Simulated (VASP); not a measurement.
# Sn in VASP: a series of runs

The runs below take Sn through electric field gradients, with LDA.

All numbers are computed with VASP 6.6.1; they aren't measurements. Logs are shortened: lines on timing, memory, paths and dates and some standing lists are left out, and cuts for length are marked.

## (1) The cell of the first run

Symmetry: I4_1/amd, No. 141, tetragonal system. The conventional cell has a = 4.452 Å, b = 4.452 Å, c = 6.491 Å, α = 90.00°, β = 90.00°, γ = 90.00°. Within 3.6 Å of Sn (site symmetry -4m2) lie 4 Sn at 2.75 Å.

## (2) Electric field gradients, LDA (equal xx and yy strain of -3 %)

Contents of INCAR:

```
  PREC = Accurate
  ENCUT = 520
  EDIFF = 1E-8
  ISMEAR = -1
  SIGMA = 0.03
  LREAL = F
  LASPH = T
  NELM = 100
  ALGO = Normal
  ISIF = 2
  LWAVE = F
  LCHARG = F
  LEFG = T
  NBANDS = 21
```

Contents of KPOINTS:

```
Automatic mesh
0
Gamma
  9 9 9
```

Contents of POSCAR:

```
Sn
1.0
    0.0000000000      3.1482320000      3.2456000000
    3.1482320000      0.0000000000      3.2456000000
    3.1482320000      3.1482320000      0.0000000000
Sn
2
Direct
    0.5000000000      0.5000000000      0.5000000000
    0.7500000000      0.7500000000      0.7500000000
```

Potentials or basis: VASP PAW LDA potentials, release 64 (Sn_d).

On the command line:

```bash
> cat potpaw_LDA.64/Sn_d/POTCAR > POTCAR
> mpirun -np 1 vasp_std > vasp.out
```

OUTCAR:

```text
PREC = Accurate
   ENCUT = 520
   EDIFF = 1E-8
   ISMEAR = -1
   LREAL = F
   LASPH = T
   NELM = 100
   ISIF = 2

 ion  position               nearest neighbor table
   1  0.500  0.500  0.500-   2 2.75   2 2.75   2 2.75   2 2.75
   2  0.750  0.750  0.750-   1 2.75   1 2.75   1 2.75   1 2.75

  LATTYP: Found a body centered tetragonal cell.
 ALAT       =     4.4522723919
 C/A-ratio  =     1.4579521262

  Lattice vectors:

 A1 = (  -3.1482320000,   0.0000000000,   3.2456000000)
 A2 = (   3.1482320000,   0.0000000000,   3.2456000000)
 A3 = (   0.0000000000,   3.1482320000,  -3.2456000000)

Analysis of symmetry for initial positions (statically):
=====================================================================
 Subroutine PRICEL returns:
 Original cell was already a primitive cell.

 Routine SETGRP: Setting up the symmetry group for a
 body centered tetragonal supercell.

 Subroutine GETGRP returns: Found 16 space group operations
 (whereof  8 operations were pure point group operations)
 out of a pool of 16 trial point group operations.

The static configuration has the point symmetry D_2d.
 The point group associated with its full space group is D_4h.

Analysis of symmetry for dynamics (positions and initial velocities):
=====================================================================
 Subroutine PRICEL returns:
 Original cell was already a primitive cell.

 Routine SETGRP: Setting up the symmetry group for a
 body centered tetragonal supercell.

 Subroutine GETGRP returns: Found 16 space group operations
 (whereof  8 operations were pure point group operations)
 out of a pool of 16 trial point group operations.

The dynamic configuration has the point symmetry D_2d.
 The point group associated with its full space group is D_4h.

 Subroutine INISYM returns: Found 16 space group operations
 (whereof  8 operations are pure point group operations),
 and found     1 'primitive' translations

----------------------------------------------------------------------------------------

                                     Primitive cell

  volume of cell :      64.3367

  direct lattice vectors                    reciprocal lattice vectors
     0.000000000  3.148232000  3.245600000    -0.158819299  0.158819299  0.154054720
     3.148232000  0.000000000  3.245600000     0.158819299 -0.158819299  0.154054720
     3.148232000  3.148232000  0.000000000     0.158819299  0.158819299 -0.154054720

  length of vectors
     4.521646170  4.521646170  4.452272392     0.272360049  0.272360049  0.272360049

  position of ions in fractional coordinates (direct lattice)
     0.500000000  0.500000000  0.500000000
     0.750000000  0.750000000  0.750000000

  ion indices of the primitive-cell ions
   primitive index   ion index
                 1           1
                 2           2

----------------------------------------------------------------------------------------

 KPOINTS: Automatic mesh

Automatic generation of k-mesh.
 Grid dimensions read from file:
 generate k-points for:    9    9    9

 Generating k-lattice:

  Cartesian coordinates                     Fractional coordinates (reciprocal lattice)
    -0.017646589  0.017646589  0.017117191     0.111111111 -0.000000000  0.000000000
     0.017646589 -0.017646589  0.017117191    -0.000000000  0.111111111  0.000000000
     0.017646589  0.017646589 -0.017117191     0.000000000  0.000000000  0.111111111

  Length of vectors
     0.030262228  0.030262228  0.030262228

  Shift w.r.t. Gamma in fractional coordinates (k-lattice)
     0.000000000  0.000000000  0.000000000

 Subroutine IBZKPT returns following result:
 ===========================================

 Found     75 irreducible k-points:

 Following reciprocal coordinates:
            Coordinates               Weight
  0.000000  0.000000  0.000000      1.000000
  0.111111  0.000000  0.000000      8.000000
  0.222222  0.000000  0.000000      8.000000
  0.333333 -0.000000  0.000000      8.000000
  0.444444  0.000000  0.000000      8.000000
  0.111111  0.111111  0.000000      2.000000
[... 16 lines left out ...]
 -0.333333  0.333333  0.000000      4.000000
  0.444444  0.444444  0.000000      2.000000
 [... further k-points ...]
   k-points           NKPTS =     75   k-points in BZ     NKDIM =     75   number of bands    NBANDS=     21
   number of dos      NEDOS =    301   number of ions     NIONS =      2
   total plane-waves  NPLWV =  46656
   dimension x,y,z NGX =    36 NGY =   36 NGZ =   36
   dimension x,y,z NGXF=    72 NGYF=   72 NGZF=   72
   ions per type =               2
   NGX,Y,Z   is equivalent  to a cutoff of  13.24, 13.24, 13.44 a.u.
   NGXF,Y,Z  is equivalent  to a cutoff of  26.47, 26.47, 26.88 a.u.
 SYSTEM =  unknown system
   PREC   = accura    normal or accurate (medium, high low for compatibility)
   ISTART =      0    job   : 0-new  1-cont  2-samecut
   ICHARG =      2    charge: 1-file 2-atom 10-const
   ISPIN  =      1    spin polarized calculation?
   LNONCOLLINEAR =      F non collinear calculations
   LSORBIT =      F    spin-orbit coupling
   LASPH  =      T    aspherical Exc in radial PAW
   ENCUT  =  520.0 eV  38.22 Ry    6.18 a.u.   8.41  8.41  8.28*2*pi/ulx,y,z
   NELM   =    100;   NELMIN=  2; NELMDL= -5     # of ELM steps
   EDIFF  = 0.1E-07   stopping-criterion for ELM
   LREAL  =      F    real-space projection
   EDIFFG = 0.1E-06   stopping-criterion for IOM
   NSW    =      0    number of steps for IOM
   IBRION =     -1    ionic relax: 0-MD 1-quasi-New 2-CG
   NFREE  =      0    steps in history (QN), initial steepest desc. (CG)
   ISIF   =      2    stress and relaxation
   ISYM   =      2    0-nonsym 1-usesym 2-fastsym
   POTIM  = 0.5000    time-step for ionic-motion
   TEBEG  =    0.0;   TEEND  =   0.0 temperature during run
   PSTRESS=    0.0 pullay stress
   NELECT =      28.0000    total number of electrons
   NUPDOWN=      -1.0000    fix difference up-down
   EMIN   =  10.00;   EMAX   =-10.00  energy-range for DOS
   EFERMI =   0.00;   METHOD = LEGACY
   ISMEAR =    -1;   SIGMA  =   0.03  broadening in eV -4-tet -1-fermi 0-gaus
   EFERMI_NEDOS =   21; number of points for ismear=-14 and -15
   IALGO  =     38    algorithm
   IMIX   =      4    mixing-type and parameters
     AMIX     =   0.40;   BMIX     =  1.00
     AMIX_MAG =   1.60;   BMIX_MAG =  1.00
  volume/ion in A,a.u.               =      32.17       217.08
  Fermi-wavevector in a.u.,A,eV,Ry     =   1.240627  2.344446 20.941492  1.539156
  Thomas-Fermi vector in A             =   2.375060
   LORBIT       =      0    0 simple, 1 ext, 2 COOP (PROOUT), +10 PAW based schemes
   GGA     = CA    functional components
   LHFCALC =     F    Hartree Fock is set to
   AEXX    =    0.0000 exact exchange contribution
   IVDW    =     0    specifies the selected vdW correction
   LEPSILON=     F    determine dielectric tensor
   LRPA    =     F    only Hartree local field effects (RPA)
 non-spin polarized calculation
  energy-cutoff  :      520.00
  volume of cell :       64.34
 maximum number of plane-waves:      1754
 NGX is ok and might be reduce to    36
   NGX = 17   NGY = 17   NGZ = 17

 number of electron      28.0000009 magnetization

 Free energy of the ion-electron system (eV)
  ---------------------------------------------------
  ext. energy  EPLUGINS =         0.00000000
  ---------------------------------------------------
  free energy    TOTEN  =        -8.90455791 eV

  energy without entropy =       -8.90396857  energy(sigma->0) =       -8.90426324

 E-fermi :   6.0215     XC(G=0):  -9.4569

 val. band max:        5.9715273949   @ k =   0.0000   0.0000   0.0000
 cond. band min:       6.0599266958   @ k =   0.4444   0.0000   0.0000
 fundamental gap:      0.0883993008
 Fermi energy:         6.0214919010

 k-point     1 :       0.0000    0.0000    0.0000
  band No.  band energies     occupation
      1     -15.7209      2.00000
      2     -15.7209      2.00000
      3     -15.7055      2.00000
      4     -15.6492      2.00000
      5     -15.6418      2.00000
      6     -15.2937      2.00000
[... 13 lines left out ...]
     20      13.9297      0.00000
     21      13.9826      0.00000
[... 529 lines left out ...]
 k-point    24 :       0.4444    0.4444    0.0000
  band No.  band energies     occupation
      1     -15.7841      2.00000
      2     -15.7841      2.00000
      3     -15.6622      2.00000
      4     -15.5943      2.00000
      5     -15.4859      2.00000
      6     -15.4211      2.00000
[... 13 lines left out ...]
     20      16.0949      0.00000
     21      16.6153      0.00000

 [... further k-points ...]

------------------------ aborting loop because EDIFF is reached ----------------------------------------

  FORCE on cell =-STRESS in cart. coord.  units (eV):
  Direction    XX          YY          ZZ          XY          YZ          ZX
  --------------------------------------------------------------------------------------
  -------------------------------------------------------------------------------------
  Total        1.2227042      1.2227042      0.7965205      0.0000000     -0.0000000      0.0000000
  in kB       30.4490362     30.4490362     19.8357701      0.0000000     -0.0000000      0.0000000
  external PRESSURE =      26.9112808 kB  Pullay stress =       0.0000000 kB

 VOLUME and BASIS-vectors are now :
 -----------------------------------------------------------------------------
  energy-cutoff  :      520.00
  volume of cell :       64.34
      direct lattice vectors                 reciprocal lattice vectors
     0.000000000  3.148232000  3.245600000    -0.158819299  0.158819299  0.154054720
     3.148232000  0.000000000  3.245600000     0.158819299 -0.158819299  0.154054720
     3.148232000  3.148232000  0.000000000     0.158819299  0.158819299 -0.154054720

 POSITION                                       TOTAL-FORCE (eV/Angst)
 -----------------------------------------------------------------------------------
      3.14823      3.14823      3.24560         0.000000      0.000000      0.000000
      4.72235      4.72235      4.86840        -0.000000     -0.000000      0.000000
 -----------------------------------------------------------------------------------
    total drift:                                0.000000      0.000000      0.000000

  FREE ENERGIE OF THE ION-ELECTRON SYSTEM (eV)
  ---------------------------------------------------
  free  energy   TOTEN  =        -8.9045579054 eV

  energy  without entropy=       -8.9039685729  energy(sigma->0) =       -8.90426324

 Electric field gradients (V/A^2)
---------------------------------------------------------------------
 ion       V_xx      V_yy      V_zz      V_xy      V_xz      V_yz
---------------------------------------------------------------------
   1       1.424     1.424    -2.849    -0.003    -0.001    -0.001
   2       1.424     1.424    -2.849    -0.003    -0.001    -0.001
---------------------------------------------------------------------

 Electric field gradients after diagonalization (V/A^2)
 (convention: |V_zz| > |V_xx| > |V_yy|)
----------------------------------------------------------------------
 ion       V_xx      V_yy      V_zz     asymmetry (V_yy - V_xx)/ V_zz
----------------------------------------------------------------------
   1       1.427     1.422    -2.849       0.002
   2       1.427     1.422    -2.849       0.002
----------------------------------------------------------------------

           NMR quadrupolar parameters

 Cq : quadrupolar parameter    Cq=e*Q*V_zz/h
 eta: asymmetry parameters     (V_yy - V_xx)/ V_zz
 Q  : nuclear electric quadrupole moment in mb (millibarn)
----------------------------------------------------------------------
 ion       Cq(MHz)       eta       Q (mb)
----------------------------------------------------------------------
   1      -0.007       0.002       1.000
   2      -0.007       0.002       1.000
----------------------------------------------------------------------
```

Run time: 2 min. Hardware: 1 thread of Intel Xeon Platinum 8175M at 2.50GHz (Skylake/Cascade Lake), shared host; peak memory 0.22 GiB.

Results:

- Free energy: -8.9046 eV
- Pressure: 2.7 GPa
- Band gap on the k mesh: zero (bands 14 and 15 overlap by 0.13 eV)
- Largest electric field gradient by atom: Sn -2.8 V/Å²

Levels at points of the mesh, in eV from the Fermi level:
```tsv
k point	band 12	band 13	band 14	band 15	band 16	band 17
(0.00, 0.00, 0.00)	-0.37	-0.05	0.17	0.17	2.12	2.12
```

Electric field gradients, principal values (V/Å²):
```csv
atom,least,middle,greatest (by size)
1 Sn,1.422,1.427,-2.849
2 Sn,1.422,1.427,-2.849
```

Caveat: the cell differs from its parent crystal (equal xx and yy strain of -3 %); without QUAD_EFG the Cq values of the log hold for a quadrupole moment of 1 mb, not for the nuclei; spin-orbit coupling is left out, which moves the levels of the heavy elements.

## (3) Electric field gradients, LDA (equal xy, yz and zx shear strains of +2 %)

Contents of INCAR:

```
SYSTEM = Sn
  PREC = Accurate
  ENCUT = 520
  EDIFF = 1E-8
  ISMEAR = -1
  SIGMA = 0.03
  LREAL = .False.
  LASPH = .True.
  NELM = 60
  ALGO = Normal
  ISIF = 2
  LWAVE = .False.
  LCHARG = .False.
  LEFG = .True.
  NBANDS = 21
```

Contents of KPOINTS:

```
Automatic mesh
0
Gamma
  9 9 9
  0 0 0
```

Contents of POSCAR:

```
Sn
1.0
    0.0649120000      3.2780560000      3.2780560000
    3.2780560000      0.0649120000      3.2780560000
    3.2780560000      3.2780560000      0.0649120000
Sn
2
Direct
    0.5000000000      0.5000000000      0.5000000000
    0.7500000000      0.7500000000      0.7500000000
```

Potentials or basis: VASP PAW LDA potentials, release 64 (Sn_d).

On the command line:

```bash
> cat potpaw_LDA.64/Sn_d/POTCAR > POTCAR
> mpirun -np 1 vasp_std > vasp.out
```

OUTCAR:

```text
SYSTEM = Sn
   PREC = Accurate
   ENCUT = 520
   EDIFF = 1E-8
   ISMEAR = -1
   LREAL = .False.
   LASPH = .True.
   NELM = 60
   ISIF = 2

 ion  position               nearest neighbor table
   1  0.500  0.500  0.500-   2 2.79   2 2.79   2 2.79   2 2.87
   2  0.750  0.750  0.750-   1 2.79   1 2.79   1 2.79   1 2.87

  LATTYP: Found a trigonal (rhomboedric) cell.
 ALAT       =     4.6363256838
 COS(alpha) =     0.5197000882

  Lattice vectors:

 A1 = (   0.0649120000,   3.2780560000,   3.2780560000)
 A2 = (   3.2780560000,   0.0649120000,   3.2780560000)
 A3 = (   3.2780560000,   3.2780560000,   0.0649120000)

Analysis of symmetry for initial positions (statically):
=====================================================================
 Subroutine PRICEL returns:
 Original cell was already a primitive cell.

 Routine SETGRP: Setting up the symmetry group for a
 trigonal (rhombohedral) supercell.

 Subroutine GETGRP returns: Found 12 space group operations
[... 766 lines left out ...]
     0.064912000  3.278056000  3.278056000    -0.157136425  0.154085232  0.154085232
     3.278056000  0.064912000  3.278056000     0.154085232 -0.157136425  0.154085232
     3.278056000  3.278056000  0.064912000     0.154085232  0.154085232 -0.157136425

 POSITION                                       TOTAL-FORCE (eV/Angst)
 -----------------------------------------------------------------------------------
      3.31051      3.31051      3.31051         0.158037      0.158037      0.158037
      4.96577      4.96577      4.96577        -0.158037     -0.158037     -0.158037
 -----------------------------------------------------------------------------------
    total drift:                                0.000000      0.000000      0.000000

  FREE ENERGIE OF THE ION-ELECTRON SYSTEM (eV)
  ---------------------------------------------------
  free  energy   TOTEN  =        -8.9254936686 eV

  energy  without entropy=       -8.9245223194  energy(sigma->0) =       -8.92500799

 Electric field gradients (V/A^2)
---------------------------------------------------------------------
 ion       V_xx      V_yy      V_zz      V_xy      V_xz      V_yz
---------------------------------------------------------------------
   1      -0.000    -0.000     0.000    14.622    14.622    14.622
   2      -0.000    -0.000     0.000    14.622    14.622    14.622
---------------------------------------------------------------------

 Electric field gradients after diagonalization (V/A^2)
 (convention: |V_zz| > |V_xx| > |V_yy|)
----------------------------------------------------------------------
 ion       V_xx      V_yy      V_zz     asymmetry (V_yy - V_xx)/ V_zz
----------------------------------------------------------------------
   1     -14.622   -14.622    29.244       0.000
   2     -14.622   -14.622    29.244       0.000
----------------------------------------------------------------------

           NMR quadrupolar parameters

 Cq : quadrupolar parameter    Cq=e*Q*V_zz/h
 eta: asymmetry parameters     (V_yy - V_xx)/ V_zz
 Q  : nuclear electric quadrupole moment in mb (millibarn)
----------------------------------------------------------------------
 ion       Cq(MHz)       eta       Q (mb)
----------------------------------------------------------------------
   1       0.071       0.000       1.000
   2       0.071       0.000       1.000
----------------------------------------------------------------------
```

stdout:

```text
POSCAR found type information on POSCAR Sn
 POSCAR found :  1 types and       2 ions
 scaLAPACK will be used
 LDA part: xc-table for (Slater(with rela. corr.)+CA(PZ))
 , standard interpolation
 POSCAR, INCAR and KPOINTS ok, starting setup
 FFT: planning ... GRIDC
 FFT: planning ... GRID_SOFT
 FFT: planning ... GRID
 WAVECAR not read
 entering main loop
ion   1

ion   2
```

It took 51 s on 1 thread of Intel Xeon Platinum 8488C (Sapphire Rapids), shared host; peak memory 0.23 GiB.

What came out:

```yaml
Free_energy: -8.9255 eV
Pressure: -0.3 GPa
Largest_force: 0.274 eV/Å
Band_gap_on_the_k_mesh: zero (bands 14 and 15 overlap by 0.25 eV)
Largest_electric_field_gradient_by_atom: Sn +29.2 V/Å²
```

Forces in eV/Å, atoms in the order of the input:
```
Sn   0.158  0.158  0.158
Sn  -0.158 -0.158 -0.158
```

Levels at points of the mesh, in eV from the Fermi level:
```
           k point  band 12  band 13  band 14  band 15  band 16  band 17
(0.00, 0.00, 0.00)    -0.73     0.15     0.19     0.19     2.03     2.36
```

Electric field gradients, principal values (V/Å²):
```tsv
atom	least	middle	greatest (by size)
1 Sn	-14.622	-14.622	29.244
2 Sn	-14.622	-14.622	29.244
```

Caveat: the cell differs from its parent crystal (equal xy, yz and zx shear strains of +2 %); without QUAD_EFG the Cq values of the log hold for a quadrupole moment of 1 mb, not for the nuclei; spin-orbit coupling is left out, which moves the levels of the heavy elements.

(Part 1 of 2 ends here.)
